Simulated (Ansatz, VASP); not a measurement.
## Si in VASP and in Ansatz

The input INCAR:

```
SYSTEM = Si
  PREC = Accurate
  ENCUT = 520
  EDIFF = 1E-6
  ISMEAR = 0
  SIGMA = 0.15
  LREAL = .FALSE.
  LASPH = .TRUE.
  NELM = 100
  ALGO = Normal
  ISIF = 2
  LWAVE = .FALSE.
  LCHARG = .FALSE.
  GGA = PS
  NBANDS = 26
```

Contents of KPOINTS:

```
Automatic mesh
0
G
  10 10 10
  0 0 0
```

POSCAR

```
Si
1.0
   -3.3622416989      3.3622416989      3.1275572283
    3.3622416989     -3.3622416989      3.1275572283
    3.3622416989      3.3622416989     -3.1275572283
Si
8
Direct
    0.2047947401      0.2047947401      0.2047947401
    0.5000000000      0.0000000000      0.2952052599
    0.2952052599      0.5000000000      0.0000000000
    0.0000000000      0.2952052599      0.5000000000
    0.7952052599      0.7952052599      0.7952052599
    0.5000000000      0.0000000000      0.7047947401
    0.7047947401      0.5000000000      0.0000000000
    0.0000000000      0.7047947401      0.5000000000
```

Input for Ansatz:

```yaml
crystal:
  lattice:
    - [-3.3622416989, 3.3622416989, 3.1275572283]
    - [3.3622416989, -3.3622416989, 3.1275572283]
    - [3.3622416989, 3.3622416989, -3.1275572283]
  atoms:
    - { symbol: Si, position: [0.2047947401, 0.2047947401, 0.2047947401] }
    - { symbol: Si, position: [0.5, 0.0, 0.2952052599] }
    - { symbol: Si, position: [0.2952052599, 0.5, 0.0] }
    - { symbol: Si, position: [0.0, 0.2952052599, 0.5] }
    - { symbol: Si, position: [0.7952052599, 0.7952052599, 0.7952052599] }
    - { symbol: Si, position: [0.5, 0.0, 0.7047947401] }
    - { symbol: Si, position: [0.7047947401, 0.5, 0.0] }
    - { symbol: Si, position: [0.0, 0.7047947401, 0.5] }
basis:
  ecutwfc: 420
kpoints:
  mp_grid: { grid: [10, 10, 10] }
hamiltonian:
  xc: pbesol
  pseudopotentials: { kind: paw, azcp: { folder: soft_1 } }
scf:
  occupations: { method: gaussian, width: 0.15 }
output:
  forces: true
  stress: true
  eigenvalues: true
```

Alike in both runs: task single point; functional PBEsol; k mesh 10 × 10 × 10; occupations gaussian, width 0.15 eV; no spin polarisation.

|  | VASP | Ansatz |
| --- | --- | --- |
| version | VASP 6.6.1 | Ansatz 0.2.0 |
| potentials or method | VASP PAW PBE potentials, release 64 (Si), cutoff 520 eV | scalar-relativistic, plane waves, PAW |
| valence electrons in the cell | 32 | 32 |

VASP gave:

```
gap on the k mesh at the Fermi level (eV)                     : none
pressure (GPa)                                                : 2.1
traceless stress, the component that is largest in VASP (GPa) : 6.91
rms of the force components (eV/Å)                            : 0.309
```

Q: Which values does Ansatz return?

A: gap on the k mesh at the Fermi level (eV): none; pressure (GPa): 1.9; traceless stress, the component that is largest in VASP (GPa): 6.90; rms of the force components (eV/Å): 0.306.

VASP's potentials were made for PBE, not for PBEsol, and Ansatz warns of the same on its side. Atom by atom the forces differ by 0.007 eV/Å (rms over components). A gap of «none» marks a metal or a gap that the smearing closes.
